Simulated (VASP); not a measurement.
# AlPt (P2_13) in VASP: further runs

AlPt is run at these levels: PBEsol; tasks: single point.

Everything below comes from runs of VASP 6.6.1. Logs are shortened: lines on timing, memory, paths and dates and some standing lists are left out, and cuts for length are marked.

## Step 1: The cell of the first run

The structure is cubic, space group P2_13 (No. 198). The conventional cell has a = 4.846 Å, b = 4.846 Å, c = 4.846 Å, α = 90.00°, β = 90.00°, γ = 90.00°. Within 3.4 Å of Al (site symmetry 3) lie 7 Pt at 2.59 to 2.61 Å and 6 Al at 3.00 Å. Within 3.4 Å of Pt (site symmetry 3) lie 7 Al at 2.59 to 2.61 Å and 6 Pt at 3.00 Å.

## Step 2: Single point, PBEsol

INCAR reads:

```
SYSTEM = AlPt
  ALGO = Normal
  EDIFF = 1E-7
  ENCUT = 520
  GGA = PS
  ISIF = 2
  ISMEAR = 1
  LASPH = .TRUE.
  LCHARG = .FALSE.
  LREAL = .FALSE.
  LWAVE = .FALSE.
  NBANDS = 36
  NELM = 100
  PREC = Accurate
  SIGMA = 0.15
```

KPOINTS reads:

```
k-points
0
G
  6 6 6
  0 0 0
```

POSCAR reads:

```
AlPt
1.0
    4.8461865033      0.0000000000      0.0000000000
    0.0000000000      4.8461865033      0.0000000000
    0.0000000000      0.0000000000      4.8461865033
Al Pt
4 4
Direct
    0.8440320000      0.8440320000      0.8440320000
    0.6559680000      0.1559680000      0.3440320000
    0.3440320000      0.6559680000      0.1559680000
    0.1559680000      0.3440320000      0.6559680000
    0.1550630000      0.1550630000      0.1550630000
    0.3449370000      0.8449370000      0.6550630000
    0.6550630000      0.3449370000      0.8449370000
    0.8449370000      0.6550630000      0.3449370000
```

Potentials or basis: VASP PAW PBE potentials, release 64 (Al, Pt).

Launch:

```bash
$ cat potpaw_PBE.64/Al/POTCAR potpaw_PBE.64/Pt/POTCAR > POTCAR
$ mpirun -np 1 vasp_std > vasp.out
```

OUTCAR:

```text
SYSTEM = AlPt
   EDIFF = 1E-7
   ENCUT = 520
   GGA = PS
   ISIF = 2
   ISMEAR = 1
   LASPH = .TRUE.
   LREAL = .FALSE.
   NELM = 100
   PREC = Accurate

 ion  position               nearest neighbor table
   1  0.844  0.844  0.844-   6 2.59   7 2.59   8 2.59   6 2.59   7 2.59   8 2.59   5 2.61   2 3.00
                             3 3.00   2 3.00   3 3.00   4 3.00   4 3.00
   2  0.656  0.156  0.344-   5 2.59   7 2.59   8 2.59   7 2.59   8 2.59   5 2.59   6 2.61   1 3.00
                             1 3.00   4 3.00   4 3.00   3 3.00   3 3.00
   3  0.344  0.656  0.156-   5 2.59   6 2.59   8 2.59   8 2.59   6 2.59   5 2.59   7 2.61   4 3.00
                             1 3.00   4 3.00   1 3.00   2 3.00   2 3.00
   4  0.156  0.344  0.656-   5 2.59   6 2.59   7 2.59   6 2.59   5 2.59   7 2.59   8 2.61   3 3.00
                             2 3.00   2 3.00   3 3.00   1 3.00   1 3.00
   5  0.155  0.155  0.155-   2 2.59   3 2.59   4 2.59   2 2.59   3 2.59   4 2.59   1 2.61   6 3.00
                             7 3.00   8 3.00   6 3.00   8 3.00   7 3.00
   6  0.345  0.845  0.655-   1 2.59   3 2.59   4 2.59   3 2.59   4 2.59   1 2.59   2 2.61   8 3.00
                             5 3.00   5 3.00   7 3.00   7 3.00   8 3.00
   7  0.655  0.345  0.845-   1 2.59   2 2.59   4 2.59   4 2.59   2 2.59   1 2.59   3 2.61   8 3.00
                             5 3.00   8 3.00   6 3.00   6 3.00   5 3.00
   8  0.845  0.655  0.345-   1 2.59   2 2.59   3 2.59   2 2.59   1 2.59   3 2.59   4 2.61   7 3.00
                             5 3.00   7 3.00   5 3.00   6 3.00   6 3.00

  LATTYP: Found a simple cubic cell.
 ALAT       =     4.8461865033

  Lattice vectors:

 A1 = (   4.8461865033,   0.0000000000,   0.0000000000)
 A2 = (   0.0000000000,   4.8461865033,   0.0000000000)
 A3 = (   0.0000000000,   0.0000000000,   4.8461865033)

Analysis of symmetry for initial positions (statically):
=====================================================================
 Subroutine PRICEL returns:
 Original cell was already a primitive cell.

 Routine SETGRP: Setting up the symmetry group for a
 simple cubic supercell.

 Subroutine GETGRP returns: Found 12 space group operations
 (whereof  3 operations were pure point group operations)
 out of a pool of 48 trial point group operations.

The static configuration has the point symmetry C_3 .
 The point group associated with its full space group is T   .

Analysis of symmetry for dynamics (positions and initial velocities):
=====================================================================
 Subroutine PRICEL returns:
 Original cell was already a primitive cell.

 Routine SETGRP: Setting up the symmetry group for a
 simple cubic supercell.

 Subroutine GETGRP returns: Found 12 space group operations
 (whereof  3 operations were pure point group operations)
 out of a pool of 48 trial point group operations.

The dynamic configuration has the point symmetry C_3 .
 The point group associated with its full space group is T   .

 Subroutine INISYM returns: Found 12 space group operations
 (whereof  3 operations are pure point group operations),
 and found     1 'primitive' translations

----------------------------------------------------------------------------------------

                                     Primitive cell

  volume of cell :     113.8152

  direct lattice vectors                    reciprocal lattice vectors
     4.846186503  0.000000000  0.000000000     0.206347816  0.000000000  0.000000000
     0.000000000  4.846186503  0.000000000     0.000000000  0.206347816  0.000000000
     0.000000000  0.000000000  4.846186503     0.000000000  0.000000000  0.206347816

  length of vectors
     4.846186503  4.846186503  4.846186503     0.206347816  0.206347816  0.206347816

  position of ions in fractional coordinates (direct lattice)
     0.844032000  0.844032000  0.844032000
     0.655968000  0.155968000  0.344032000
     0.344032000  0.655968000  0.155968000
     0.155968000  0.344032000  0.655968000
     0.155063000  0.155063000  0.155063000
     0.344937000  0.844937000  0.655063000
     0.655063000  0.344937000  0.844937000
     0.844937000  0.655063000  0.344937000

  ion indices of the primitive-cell ions
   primitive index   ion index
                 1           1
                 2           2
                 3           3
                 4           4
                 5           5
                 6           6
                 7           7
                 8           8

----------------------------------------------------------------------------------------

 KPOINTS: k-points

Automatic generation of k-mesh.
 Grid dimensions read from file:
 generate k-points for:    6    6    6

 Generating k-lattice:

  Cartesian coordinates                     Fractional coordinates (reciprocal lattice)
     0.034391303  0.000000000  0.000000000     0.166666667  0.000000000  0.000000000
     0.000000000  0.034391303  0.000000000     0.000000000  0.166666667  0.000000000
     0.000000000  0.000000000  0.034391303     0.000000000  0.000000000  0.166666667

  Length of vectors
     0.034391303  0.034391303  0.034391303

  Shift w.r.t. Gamma in fractional coordinates (k-lattice)
     0.000000000  0.000000000  0.000000000

 Subroutine IBZKPT returns following result:
 ===========================================

 Found     24 irreducible k-points:

 Following reciprocal coordinates:
            Coordinates               Weight
  0.000000  0.000000  0.000000      1.000000
  0.166667  0.000000  0.000000      6.000000
  0.333333  0.000000  0.000000      6.000000
  0.500000  0.000000  0.000000      3.000000
  0.166667  0.166667  0.000000     12.000000
  0.333333  0.166667  0.000000     12.000000
[... 16 lines left out ...]
  0.500000  0.500000  0.333333      6.000000
  0.500000  0.500000  0.500000      1.000000
   k-points           NKPTS =     24   k-points in BZ     NKDIM =     24   number of bands    NBANDS=     36
   number of dos      NEDOS =    301   number of ions     NIONS =      8
   total plane-waves  NPLWV =  46656
   dimension x,y,z NGX =    36 NGY =   36 NGZ =   36
   dimension x,y,z NGXF=    72 NGYF=   72 NGZF=   72
   ions per type =               4   4
   NGX,Y,Z   is equivalent  to a cutoff of  12.35, 12.35, 12.35 a.u.
   NGXF,Y,Z  is equivalent  to a cutoff of  24.70, 24.70, 24.70 a.u.
 SYSTEM =  AlPt
   PREC   = accura    normal or accurate (medium, high low for compatibility)
   ISTART =      0    job   : 0-new  1-cont  2-samecut
   ICHARG =      2    charge: 1-file 2-atom 10-const
   ISPIN  =      1    spin polarized calculation?
   LNONCOLLINEAR =      F non collinear calculations
   LSORBIT =      F    spin-orbit coupling
   LASPH  =      T    aspherical Exc in radial PAW
   ENCUT  =  520.0 eV  38.22 Ry    6.18 a.u.   9.01  9.01  9.01*2*pi/ulx,y,z
   NELM   =    100;   NELMIN=  2; NELMDL= -5     # of ELM steps
   EDIFF  = 0.1E-06   stopping-criterion for ELM
   LREAL  =      F    real-space projection
   EDIFFG = 0.1E-05   stopping-criterion for IOM
   NSW    =      0    number of steps for IOM
   IBRION =     -1    ionic relax: 0-MD 1-quasi-New 2-CG
   NFREE  =      0    steps in history (QN), initial steepest desc. (CG)
   ISIF   =      2    stress and relaxation
   ISYM   =      2    0-nonsym 1-usesym 2-fastsym
   POTIM  = 0.5000    time-step for ionic-motion
   TEBEG  =    0.0;   TEEND  =   0.0 temperature during run
   PSTRESS=    0.0 pullay stress
   NELECT =      52.0000    total number of electrons
   NUPDOWN=      -1.0000    fix difference up-down
   EMIN   =  10.00;   EMAX   =-10.00  energy-range for DOS
   EFERMI =   0.00;   METHOD = LEGACY
   ISMEAR =     1;   SIGMA  =   0.15  broadening in eV -4-tet -1-fermi 0-gaus
   EFERMI_NEDOS =   21; number of points for ismear=-14 and -15
   IALGO  =     38    algorithm
   IMIX   =      4    mixing-type and parameters
     AMIX     =   0.40;   BMIX     =  1.00
     AMIX_MAG =   1.60;   BMIX_MAG =  1.00
  volume/ion in A,a.u.               =      14.23        96.01
  Fermi-wavevector in a.u.,A,eV,Ry     =   1.260886  2.382729 21.630998  1.589833
  Thomas-Fermi vector in A             =   2.394373
   LORBIT       =      0    0 simple, 1 ext, 2 COOP (PROOUT), +10 PAW based schemes
   GGA     = PS    functional components
   LHFCALC =     F    Hartree Fock is set to
   AEXX    =    0.0000 exact exchange contribution
   IVDW    =     0    specifies the selected vdW correction
   LEPSILON=     F    determine dielectric tensor
   LRPA    =     F    only Hartree local field effects (RPA)
 non-spin polarized calculation
 Methfessel and Paxton  Order N= 1 SIGMA  =   0.15
  energy-cutoff  :      520.00
  volume of cell :      113.82
 maximum number of plane-waves:      3112
   NGX = 19   NGY = 19   NGZ = 19

 number of electron      51.9999998 magnetization

 Free energy of the ion-electron system (eV)
  ---------------------------------------------------
  ext. energy  EPLUGINS =         0.00000000
  ---------------------------------------------------
  free energy    TOTEN  =       -52.64053627 eV

  energy without entropy =      -52.63831784  energy(sigma->0) =      -52.63979680

 E-fermi :  10.7055     XC(G=0): -12.3714

 val. band max:       10.6751410342   @ k =  -0.3333   0.5000   0.0000
 cond. band min:      10.9282610269   @ k =   0.3333   0.3333   0.3333
 fundamental gap:      0.2531199927
 Fermi energy:        10.7055499630

 k-point     1 :       0.0000    0.0000    0.0000
  band No.  band energies     occupation
      1      -0.7061      2.00000
      2       3.6492      2.00000
      3       3.6492      2.00000
      4       3.6492      2.00000
      5       5.1216      2.00000
      6       5.1216      2.00000
[... 28 lines left out ...]
     35      15.9458      0.00000
     36      15.9458      0.00000

 k-point     2 :       0.1667    0.0000    0.0000
  band No.  band energies     occupation
      1      -0.4989      2.00000
      2       3.1788      2.00000
      3       3.6956      2.00000
      4       3.7964      2.00000
      5       4.8926      2.00000
      6       5.0284      2.00000
[... 28 lines left out ...]
     35      16.1677      0.00000
     36      16.8985      0.00000

 k-point     3 :       0.3333    0.0000    0.0000
  band No.  band energies     occupation
      1       0.1065      2.00000
      2       2.1911      2.00000
      3       3.7763      2.00000
      4       3.8607      2.00000
      5       4.6495      2.00000
      6       4.8835      2.00000
[... 28 lines left out ...]
     35      16.4088      0.00000
     36      17.3887      0.00000

 k-point     4 :       0.5000    0.0000    0.0000
  band No.  band energies     occupation
      1       1.0518      2.00000
      2       1.0518      2.00000
      3       3.8393      2.00000
      4       3.8393      2.00000
      5       4.6944      2.00000
      6       4.6944      2.00000
[... 28 lines left out ...]
     35      16.8223      0.00000
     36      16.8223      0.00000

 k-point     5 :       0.1667    0.1667    0.0000
  band No.  band energies     occupation
      1      -0.2948      2.00000
      2       3.2085      2.00000
      3       3.3609      2.00000
      4       3.9016      2.00000
      5       4.8052      2.00000
      6       4.9875      2.00000
[... 655 lines left out ...]
 k-point    22 :       0.5000    0.3333    0.3333
  band No.  band energies     occupation
      1       2.3478      2.00000
      2       2.3478      2.00000
      3       3.4502      2.00000
      4       3.4502      2.00000
      5       4.2457      2.00000
      6       4.2457      2.00000
[... 28 lines left out ...]
     35      17.7105      0.00000
     36      17.7105      0.00000

 k-point    23 :       0.5000    0.5000    0.3333
  band No.  band energies     occupation
      1       2.9446      2.00000
      2       2.9446      2.00000
      3       2.9827      2.00000
      4       2.9827      2.00000
      5       4.4568      2.00000
      6       4.4568      2.00000
[... 28 lines left out ...]
     35      18.2346      0.00000
     36      18.2534      0.00000

 k-point    24 :       0.5000    0.5000    0.5000
  band No.  band energies     occupation
      1       3.1858      2.00000
      2       3.1858      2.00000
      3       3.1858      2.00000
      4       3.1858      2.00000
      5       4.5329      2.00000
      6       4.5329      2.00000
[... 28 lines left out ...]
     35      17.9246      0.00000
     36      17.9246      0.00000

------------------------ aborting loop because EDIFF is reached ----------------------------------------

  FORCE on cell =-STRESS in cart. coord.  units (eV):
  Direction    XX          YY          ZZ          XY          YZ          ZX
  --------------------------------------------------------------------------------------
  -------------------------------------------------------------------------------------
  Total        2.0169659      2.0169659      2.0169659     -0.0000000      0.0000000      0.0000000
  in kB       28.3928361     28.3928361     28.3928361     -0.0000000      0.0000000      0.0000000
  external PRESSURE =      28.3928361 kB  Pullay stress =       0.0000000 kB

 VOLUME and BASIS-vectors are now :
 -----------------------------------------------------------------------------
  energy-cutoff  :      520.00
  volume of cell :      113.82
      direct lattice vectors                 reciprocal lattice vectors
     4.846186503  0.000000000  0.000000000     0.206347816  0.000000000  0.000000000
     0.000000000  4.846186503  0.000000000     0.000000000  0.206347816  0.000000000
     0.000000000  0.000000000  4.846186503     0.000000000  0.000000000  0.206347816

 POSITION                                       TOTAL-FORCE (eV/Angst)
 -----------------------------------------------------------------------------------
      4.09034      4.09034      4.09034         0.011919      0.011919      0.011919
      3.17894      0.75585      1.66724        -0.011919     -0.011919      0.011919
      1.66724      3.17894      0.75585         0.011919     -0.011919     -0.011919
      0.75585      1.66724      3.17894        -0.011919      0.011919     -0.011919
      0.75146      0.75146      0.75146        -0.031156     -0.031156     -0.031156
      1.67163      4.09472      3.17456         0.031156      0.031156     -0.031156
      3.17456      1.67163      4.09472        -0.031156      0.031156      0.031156
      4.09472      3.17456      1.67163         0.031156     -0.031156      0.031156
 -----------------------------------------------------------------------------------
    total drift:                               -0.000000     -0.000000      0.000000

  FREE ENERGIE OF THE ION-ELECTRON SYSTEM (eV)
  ---------------------------------------------------
  free  energy   TOTEN  =       -52.6405362713 eV

  energy  without entropy=      -52.6383178449  energy(sigma->0) =      -52.63979680
```

Run time: 77 s. Hardware: 1 thread of Intel Xeon 8259CL, shared host; peak memory 0.25 GiB.

What came out:

```
Free energy            : -52.6405 eV
Pressure               : 2.8 GPa
Largest force          : 0.054 eV/Å
Band gap on the k mesh : zero (bands 26 and 27 overlap by 1.16 eV)
```

Forces on the atoms (eV/Å):
```
Al   0.012  0.012  0.012
Al  -0.012 -0.012  0.012
Al   0.012 -0.012 -0.012
Al  -0.012  0.012 -0.012
Pt  -0.031 -0.031 -0.031
Pt   0.031  0.031 -0.031
Pt  -0.031  0.031  0.031
Pt   0.031 -0.031  0.031
```

Caveat: the PAW data sets were made with another functional, which shifts forces and pressure a little; spin-orbit coupling is left out, which moves the levels of the heavy elements.

(Continued in part 2 of 2.)

The gap in the log of VASP goes by the Fermi energy; the results here count the filled bands.